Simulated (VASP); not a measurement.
# Li2S in VASP: further runs

The runs below take Li2S through single point, with PBE, r2SCAN.

All numbers are computed with VASP 6.6.1; they aren't measurements. Logs are shortened: lines on timing, memory, paths and dates and some standing lists are left out, and cuts for length are marked.

### 1 The cell of the first run

The structure is cubic, space group Fm-3m (No. 225). Conventional cell: a = 5.840 Å, b = 5.840 Å, c = 5.840 Å, α = 90.00°, β = 90.00°, γ = 90.00°. Li (site symmetry -43m) has 4 S at 2.53 Å and 6 Li at 2.92 Å within 3.3 Å. Within 3.3 Å of S (site symmetry m-3m) lie 8 Li at 2.53 Å.

### 2 Single point, PBE (strain +2.6%)

The input, INCAR:

```
SYSTEM = Li2S
PREC     = Accurate       ! precision mode
ENCUT    = 750            ! plane-wave cutoff, eV
EDIFF    = 1E-6           ! SCF threshold, eV
ISMEAR   = -1             ! smearing method
SIGMA    = 0.02           ! smearing width, eV
LREAL    = .FALSE.        ! projectors in reciprocal space
LASPH    = .TRUE.         ! aspherical terms in the spheres
NELM     = 120            ! most SCF steps
ALGO     = Normal         ! electronic algorithm
ISIF     = 2              ! what is computed and relaxed
LWAVE    = .FALSE.        ! write WAVECAR
LCHARG   = .FALSE.        ! write CHGCAR
GGA      = PE             ! functional
NBANDS   = 13             ! bands
GGA_COMPAT= .FALSE.
```

The input, KPOINTS:

```
Automatic mesh
0
G
  8 8 8
  0 0 0
```

The input, POSCAR:

```
Li2S
1.0
    0.0000000000      2.9198410873      2.9198410873
    2.9198410873      0.0000000000      2.9198410873
    2.9198410873      2.9198410873      0.0000000000
Li S
2 1
Direct
    0.2500000000      0.2500000000      0.2500000000
    0.7500000000      0.7500000000      0.7500000000
    0.0000000000      0.0000000000      0.0000000000
```

Potentials or basis: VASP PAW PBE potentials, release 64 (Li_sv, S).

Run with:

```sh
$ cat potpaw_PBE.64/Li_sv/POTCAR potpaw_PBE.64/S/POTCAR > POTCAR
$ mpirun -np 1 vasp_std > vasp.out
```

OUTCAR:

```text
SYSTEM = Li2S
   PREC = Accurate
   ENCUT = 750
   EDIFF = 1E-6
   ISMEAR = -1
   LREAL = .FALSE.
   LASPH = .TRUE.
   NELM = 120
   ISIF = 2
   GGA = PE

 ion  position               nearest neighbor table
   1  0.250  0.250  0.250-   3 2.53   3 2.53   3 2.53   3 2.53
   2  0.750  0.750  0.750-   3 2.53   3 2.53   3 2.53   3 2.53
   3  0.000  0.000  0.000-   2 2.53   2 2.53   2 2.53   1 2.53   2 2.53   1 2.53   1 2.53   1 2.53

  LATTYP: Found a face centered cubic cell.
 ALAT       =     5.8396821746

  Lattice vectors:

 A1 = (   0.0000000000,   2.9198410873,   2.9198410873)
 A2 = (   2.9198410873,   0.0000000000,   2.9198410873)
 A3 = (   2.9198410873,   2.9198410873,   0.0000000000)

Analysis of symmetry for initial positions (statically):
=====================================================================
 Subroutine PRICEL returns:
 Original cell was already a primitive cell.

 Routine SETGRP: Setting up the symmetry group for a
 face centered cubic supercell.

 Subroutine GETGRP returns: Found 48 space group operations
 (whereof 48 operations were pure point group operations)
 out of a pool of 48 trial point group operations.

The static configuration has the point symmetry O_h .

Analysis of symmetry for dynamics (positions and initial velocities):
=====================================================================
 Subroutine PRICEL returns:
 Original cell was already a primitive cell.

 Routine SETGRP: Setting up the symmetry group for a
 face centered cubic supercell.

 Subroutine GETGRP returns: Found 48 space group operations
 (whereof 48 operations were pure point group operations)
 out of a pool of 48 trial point group operations.

The dynamic configuration has the point symmetry O_h .

 Subroutine INISYM returns: Found 48 space group operations
 (whereof 48 operations are pure point group operations),
 and found     1 'primitive' translations

----------------------------------------------------------------------------------------

                                     Primitive cell

  volume of cell :      49.7860

  direct lattice vectors                    reciprocal lattice vectors
     0.000000000  2.919841087  2.919841087    -0.171242196  0.171242196  0.171242196
     2.919841087  0.000000000  2.919841087     0.171242196 -0.171242196  0.171242196
     2.919841087  2.919841087  0.000000000     0.171242196  0.171242196 -0.171242196

  length of vectors
     4.129278866  4.129278866  4.129278866     0.296600184  0.296600184  0.296600184

  position of ions in fractional coordinates (direct lattice)
     0.250000000  0.250000000  0.250000000
     0.750000000  0.750000000  0.750000000
     0.000000000  0.000000000  0.000000000

  ion indices of the primitive-cell ions
   primitive index   ion index
                 1           1
                 2           2
                 3           3

----------------------------------------------------------------------------------------

 KPOINTS: Automatic mesh

Automatic generation of k-mesh.
 Grid dimensions read from file:
 generate k-points for:    8    8    8

 Generating k-lattice:

  Cartesian coordinates                     Fractional coordinates (reciprocal lattice)
    -0.021405275  0.021405275  0.021405275     0.125000000  0.000000000  0.000000000
     0.021405275 -0.021405275  0.021405275     0.000000000  0.125000000  0.000000000
     0.021405275  0.021405275 -0.021405275     0.000000000  0.000000000  0.125000000

  Length of vectors
     0.037075023  0.037075023  0.037075023

  Shift w.r.t. Gamma in fractional coordinates (k-lattice)
     0.000000000  0.000000000  0.000000000

 Subroutine IBZKPT returns following result:
 ===========================================

 Found     29 irreducible k-points:

 Following reciprocal coordinates:
            Coordinates               Weight
  0.000000  0.000000  0.000000      1.000000
  0.125000  0.000000  0.000000      8.000000
  0.250000  0.000000  0.000000      8.000000
  0.375000  0.000000  0.000000      8.000000
  0.500000  0.000000  0.000000      4.000000
  0.125000  0.125000  0.000000      6.000000
[... 16 lines left out ...]
  0.500000  0.250000  0.125000     48.000000
 -0.375000  0.250000  0.125000     24.000000
 [... further k-points ...]
   k-points           NKPTS =     29   k-points in BZ     NKDIM =     29   number of bands    NBANDS=     13
   number of dos      NEDOS =    301   number of ions     NIONS =      3
   total plane-waves  NPLWV =  64000
   dimension x,y,z NGX =    40 NGY =   40 NGZ =   40
   dimension x,y,z NGXF=    80 NGYF=   80 NGZF=   80
   ions per type =               2   1
   NGX,Y,Z   is equivalent  to a cutoff of  16.10, 16.10, 16.10 a.u.
   NGXF,Y,Z  is equivalent  to a cutoff of  32.21, 32.21, 32.21 a.u.
 SYSTEM =  Li2S
   PREC   = accura    normal or accurate (medium, high low for compatibility)
   ISTART =      0    job   : 0-new  1-cont  2-samecut
   ICHARG =      2    charge: 1-file 2-atom 10-const
   ISPIN  =      1    spin polarized calculation?
   LNONCOLLINEAR =      F non collinear calculations
   LSORBIT =      F    spin-orbit coupling
   LASPH  =      T    aspherical Exc in radial PAW
   ENCUT  =  750.0 eV  55.12 Ry    7.42 a.u.   9.22  9.22  9.22*2*pi/ulx,y,z
   NELM   =    120;   NELMIN=  2; NELMDL= -5     # of ELM steps
   EDIFF  = 0.1E-05   stopping-criterion for ELM
   LREAL  =      F    real-space projection
   EDIFFG = 0.1E-04   stopping-criterion for IOM
   NSW    =      0    number of steps for IOM
   IBRION =     -1    ionic relax: 0-MD 1-quasi-New 2-CG
   NFREE  =      0    steps in history (QN), initial steepest desc. (CG)
   ISIF   =      2    stress and relaxation
   ISYM   =      2    0-nonsym 1-usesym 2-fastsym
   POTIM  = 0.5000    time-step for ionic-motion
   TEBEG  =    0.0;   TEEND  =   0.0 temperature during run
   PSTRESS=    0.0 pullay stress
   NELECT =      12.0000    total number of electrons
   NUPDOWN=      -1.0000    fix difference up-down
   EMIN   =  10.00;   EMAX   =-10.00  energy-range for DOS
   EFERMI =   0.00;   METHOD = LEGACY
   ISMEAR =    -1;   SIGMA  =   0.02  broadening in eV -4-tet -1-fermi 0-gaus
   EFERMI_NEDOS =   21; number of points for ismear=-14 and -15
   IALGO  =     38    algorithm
   IMIX   =      4    mixing-type and parameters
     AMIX     =   0.40;   BMIX     =  1.00
     AMIX_MAG =   1.60;   BMIX_MAG =  1.00
  volume/ion in A,a.u.               =      16.60       111.99
  Fermi-wavevector in a.u.,A,eV,Ry     =   1.018824  1.925299 14.122892  1.038003
  Thomas-Fermi vector in A             =   2.152304
   LORBIT       =      0    0 simple, 1 ext, 2 COOP (PROOUT), +10 PAW based schemes
   GGA     = PE    functional components
   LHFCALC =     F    Hartree Fock is set to
   AEXX    =    0.0000 exact exchange contribution
   IVDW    =     0    specifies the selected vdW correction
   LEPSILON=     F    determine dielectric tensor
   LRPA    =     F    only Hartree local field effects (RPA)
 non-spin polarized calculation
  energy-cutoff  :      750.00
  volume of cell :       49.79
 maximum number of plane-waves:      2346
 NGX is ok and might be reduce to    40
   NGX = 19   NGY = 19   NGZ = 19

 number of electron      11.9999998 magnetization

 Free energy of the ion-electron system (eV)
  ---------------------------------------------------
  ext. energy  EPLUGINS =         0.00000000
  ---------------------------------------------------
  free energy    TOTEN  =       -11.96704417 eV

  energy without entropy =      -11.96704417  energy(sigma->0) =      -11.96704417

 E-fermi :   1.5684     XC(G=0):  -8.2345

 val. band max:        1.0343578789   @ k =   0.0000   0.0000   0.0000
 cond. band min:       4.4581537135   @ k =   0.5000   0.5000   0.0000
 fundamental gap:      3.4237958346
 Fermi energy:         1.5683525686

 k-point     1 :       0.0000    0.0000    0.0000
  band No.  band energies     occupation
      1     -43.2875      2.00000
      2     -43.2556      2.00000
      3      -9.8044      2.00000
      4       1.0344      2.00000
      5       1.0344      2.00000
      6       1.0344      2.00000
      7       4.9366      0.00000
      8       7.2183      0.00000
      9       7.2183      0.00000
     10       7.2183      0.00000
     11      12.0164      0.00000
     12      12.0164      0.00000
     13      13.0825      0.00000

 k-point     2 :       0.1250    0.0000    0.0000
  band No.  band energies     occupation
      1     -43.2862      2.00000
      2     -43.2568      2.00000
      3      -9.7543      2.00000
      4       0.4832      2.00000
      5       0.9562      2.00000
      6       0.9562      2.00000
      7       5.3686      0.00000
      8       7.4368      0.00000
      9       7.4368      0.00000
     10       7.5078      0.00000
     11      11.0593      0.00000
     12      11.0593      0.00000
     13      13.1913      0.00000

 k-point     3 :       0.2500    0.0000    0.0000
  band No.  band energies     occupation
      1     -43.2826      2.00000
      2     -43.2601      2.00000
      3      -9.6267      2.00000
      4      -0.5216      2.00000
      5       0.7855      2.00000
      6       0.7855      2.00000
      7       6.0638      0.00000
      8       7.7466      0.00000
      9       7.7466      0.00000
     10       8.2071      0.00000
     11      10.6846      0.00000
     12      10.6846      0.00000
     13      13.5293      0.00000
[... 305 lines left out ...]
 k-point    23 :       0.5000    0.2500    0.1250
  band No.  band energies     occupation
      1     -43.2759      2.00000
      2     -43.2662      2.00000
      3      -9.4176      2.00000
      4      -1.1221      2.00000
      5      -0.0807      2.00000
      6       0.3518      2.00000
      7       6.6218      0.00000
      8       7.5781      0.00000
      9       8.8208      0.00000
     10       9.1915      0.00000
     11      10.6775      0.00000
     12      12.9401      0.00000
     13      14.4255      0.00000

 k-point    24 :      -0.3750    0.2500    0.1250
  band No.  band energies     occupation
      1     -43.2710      2.00000
      2     -43.2710      2.00000
      3      -9.3683      2.00000
      4      -1.3306      2.00000
      5      -0.1059      2.00000
      6       0.2220      2.00000
      7       6.8037      0.00000
      8       7.4138      0.00000
      9       9.1297      0.00000
     10       9.6916      0.00000
     11      11.0357      0.00000
     12      12.2568      0.00000
     13      14.0075      0.00000

 [... further k-points ...]
[... 5 lines left out ...]
  --------------------------------------------------------------------------------------
  -------------------------------------------------------------------------------------
  Total       -0.8412721     -0.8412721     -0.8412721     -0.0000000      0.0000000     -0.0000000
  in kB      -27.0731909    -27.0731909    -27.0731909     -0.0000000      0.0000000     -0.0000000
  external PRESSURE =     -27.0731909 kB  Pullay stress =       0.0000000 kB

 VOLUME and BASIS-vectors are now :
 -----------------------------------------------------------------------------
  energy-cutoff  :      750.00
  volume of cell :       49.79
      direct lattice vectors                 reciprocal lattice vectors
     0.000000000  2.919841087  2.919841087    -0.171242196  0.171242196  0.171242196
     2.919841087  0.000000000  2.919841087     0.171242196 -0.171242196  0.171242196
     2.919841087  2.919841087  0.000000000     0.171242196  0.171242196 -0.171242196

 POSITION                                       TOTAL-FORCE (eV/Angst)
 -----------------------------------------------------------------------------------
      1.45992      1.45992      1.45992         0.000000      0.000000     -0.000000
      4.37976      4.37976      4.37976        -0.000000     -0.000000     -0.000000
      0.00000      0.00000      0.00000        -0.000000     -0.000000      0.000000
 -----------------------------------------------------------------------------------
    total drift:                                0.000000     -0.000000      0.000000

  FREE ENERGIE OF THE ION-ELECTRON SYSTEM (eV)
  ---------------------------------------------------
  free  energy   TOTEN  =       -11.9670441674 eV

  energy  without entropy=      -11.9670441674  energy(sigma->0) =      -11.96704417
```

Run time: 46 s. Hardware: 1 thread of Oxide Virtual Turin-like, shared host; peak memory 0.2 GiB.

Results:

```yaml
Free_energy: -11.9670 eV
Pressure: -2.7 GPa
Band_gap_on_the_k_mesh: 3.42 eV (least direct gap 3.90 eV)
```

Levels at points of the mesh, in eV from the valence-band top:
| k point | band 4 | band 5 | band 6 | band 7 | band 8 | band 9 |
| --- | --- | --- | --- | --- | --- | --- |
| (0.00, 0.00, 0.00) | 0.00 | 0.00 | 0.00 | 3.90 | 6.18 | 6.18 |
| (0.50, 0.00, 0.00) | -2.65 | -0.46 | -0.46 | 5.76 | 6.53 | 6.53 |
| (0.50, 0.50, 0.00) | -2.02 | -1.28 | -1.28 | 3.42 | 6.88 | 10.56 |

Caveat: the cell differs from its parent crystal (strain +2.6%).

### 3 Single point, PBE (uniaxial x strain +1.0%)

The input, INCAR:

```
ALGO = Normal
EDIFF = 1E-6
ENCUT = 750
GGA = PE
GGA_COMPAT = F
ISIF = 2
ISMEAR = -1
LASPH = T
LCHARG = F
LREAL = F
LWAVE = F
NBANDS = 13
NELM = 120
PREC = Accurate
SIGMA = 0.02
```

The input, KPOINTS:

```
k-points
0
Gamma
  8 8 8
```

The input, POSCAR:

```
Li2S
1.0
    0.0000000000      2.8452943747      2.8452943747
    2.8743163773      0.0000000000      2.8452943747
    2.8743163773      2.8452943747      0.0000000000
Li S
2 1
Direct
    0.2500000000      0.2500000000      0.2500000000
    0.7500000000      0.7500000000      0.7500000000
    0.0000000000      0.0000000000      0.0000000000
```

Potentials or basis: VASP PAW PBE potentials, release 64 (Li_sv, S).

Run with:

```sh
$ cat potpaw_PBE.64/Li_sv/POTCAR potpaw_PBE.64/S/POTCAR > POTCAR
$ mpirun -np 1 vasp_std > vasp.out
```

Run time: 68 s. Hardware: 1 thread of Oxide Virtual Turin-like, shared host; peak memory 0.19 GiB.

The run converged. Its results:

* Free energy: -11.9944 eV
* Pressure: -0.3 GPa
* Band gap on the k mesh: 3.37 eV (least direct gap 4.22 eV)

Stress tensor (GPa, compression positive):
```
-0.76  0.00  0.00
 0.00 -0.09  0.00
 0.00  0.00 -0.09
```

Levels at points of the mesh, in eV from the valence-band top:
| k point | band 4 | band 5 | band 6 | band 7 | band 8 | band 9 |
| --- | --- | --- | --- | --- | --- | --- |
| (0.00, 0.00, 0.00) | -0.03 | 0.00 | 0.00 | 4.22 | 6.20 | 6.20 |
| (0.50, 0.00, 0.00) | -2.87 | -0.54 | -0.49 | 6.05 | 6.53 | 6.60 |
| (0.50, 0.50, 0.00) | -2.15 | -1.44 | -1.43 | 3.37 | 7.04 | 10.93 |
| (0.00, 0.50, 0.50) | -2.19 | -1.39 | -1.39 | 3.41 | 7.09 | 11.03 |

Caveat: the cell differs from its parent crystal (uniaxial x strain +1.0%).

### 4 Single point, r2SCAN (strain +2.6%)

The input, POSCAR:

```
Li2S
1.0
    0.0000000000      2.9198410873      2.9198410873
    2.9198410873      0.0000000000      2.9198410873
    2.9198410873      2.9198410873      0.0000000000
Li S
2 1
Direct
    0.2500000000      0.2500000000      0.2500000000
    0.7500000000      0.7500000000      0.7500000000
    0.0000000000      0.0000000000      0.0000000000
```

The input, INCAR.step1:

```
  ALGO = Normal
  EDIFF = 1E-5
  ENCUT = 830
  GGA = PE
  GGA_COMPAT = F
  ISMEAR = 0
  LASPH = T
  LCHARG = F
  LREAL = F
  LWAVE = T
  NBANDS = 13
  NELM = 120
  PREC = Accurate
  SIGMA = 0.01
```

The input, INCAR.step2:

```
  ALGO = Normal
  EDIFF = 1E-6
  ENCUT = 830
  GGA_COMPAT = F
  ISIF = 2
  ISMEAR = 0
  ISTART = 1
  LASPH = T
  LCHARG = F
  LMIXTAU = T
  LREAL = F
  LWAVE = F
  METAGGA = R2SCAN
  NBANDS = 13
  NELM = 120
  PREC = Accurate
  SIGMA = 0.01
```

KPOINTS is that of step 3.

Run with:

```sh
$ cat potpaw_PBE.64/Li_sv/POTCAR potpaw_PBE.64/S/POTCAR > POTCAR
$ cp INCAR.step1 INCAR
$ mpirun -np 1 vasp_std > vasp.out
$ cp INCAR.step2 INCAR
$ mpirun -np 1 vasp_std > vasp.out
```

Run time: 3.3 min. Hardware: 1 thread of Oxide Virtual Turin-like, shared host; peak memory 0.23 GiB.

The run converged. Its results:

| Quantity | Value |
| --- | --- |
| Free energy | -17.3445 eV |
| Pressure | -3.1 GPa |
| Band gap on the k mesh | 3.89 eV (least direct gap 4.64 eV) |

Levels at points of the mesh, in eV from the valence-band top:
```csv
k point,band 3,band 4,band 5,band 6,band 7,band 8,band 9,band 10
"(0.00, 0.00, 0.00)",-11.29,0.00,0.00,0.00,4.64,6.86,6.86,6.86
"(0.50, 0.00, 0.00)",-10.90,-2.65,-0.46,-0.46,6.59,7.14,7.14,8.72
"(0.50, 0.50, 0.00)",-10.79,-2.00,-1.29,-1.29,3.89,7.67,11.58,11.58
```

Caveat: the cell differs from its parent crystal (strain +2.6%); the cell stands under tension; the PAW data sets were made with another functional, which shifts forces and pressure a little. A k mesh can miss the band edges.

### 5 Summary

| level | cell | cutoff (eV) | smearing | gap on the mesh (eV) | pressure (GPa) |
| --- | --- | --- | --- | --- | --- |
| PBE | a = 4.129 Å, angles 60.0°, 3 atoms | 750 | fermi-dirac 0.02 eV | 3.42 | -2.7 |
| PBE | a = 4.024, b = 4.044, c = 4.044 Å, angles 59.7, 60.2, 60.2°, 3 atoms | 750 | fermi-dirac 0.02 eV | 3.37 | -0.3 |
| r2SCAN | a = 4.129 Å, angles 60.0°, 3 atoms | 830 | gaussian 0.01 eV | 3.89 | -3.1 |

Alike in all rows: task single point; potentials or basis VASP PAW PBE potentials, release 64 (Li_sv, S); no spin polarisation; k mesh 8 × 8 × 8.

Caveats: the cell stands under tension (at least some runs); the PAW data sets were made with another functional, which shifts forces and pressure a little (at least some runs).

Total energies depend on the potentials used, so only differences within one code and one set of settings carry meaning.
